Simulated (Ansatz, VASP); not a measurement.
## Al in VASP and in Ansatz

```
Al
1.0
    -1.34834    1.34834    2.11123
     1.34834   -1.34834    2.11123
     1.34834    1.34834   -2.11123
Al
1
Direct
  0.00000 0.00000 0.00000
```

Alike in both runs: task single point; functional LDA; k mesh 22 × 22 × 22; occupations gaussian, width 0.15 eV; no spin polarisation.

|  | VASP | Ansatz |
| --- | --- | --- |
| version | VASP 6.6.1 | Ansatz 0.2.0 |
| potentials or method | VASP PAW LDA potentials, release 64 (Al), cutoff 520 eV | scalar-relativistic, plane waves, PAW |
| valence electrons in the cell | 3 | 3 |

Ansatz gave:

* gap on the k mesh at the Fermi level (eV): none
* pressure (GPa): 3.5
* traceless stress, the component that is largest in VASP (GPa): -5.04

Problem. What did VASP give for the same quantities?

Solution. gap on the k mesh at the Fermi level (eV): none; pressure (GPa): 3.6; traceless stress, the component that is largest in VASP (GPa): -5.07.

LDA's correlation is that of Perdew and Zunger in VASP and of Perdew and Wang (1992) in Ansatz. A gap of «none» marks a metal or a gap that the smearing closes.
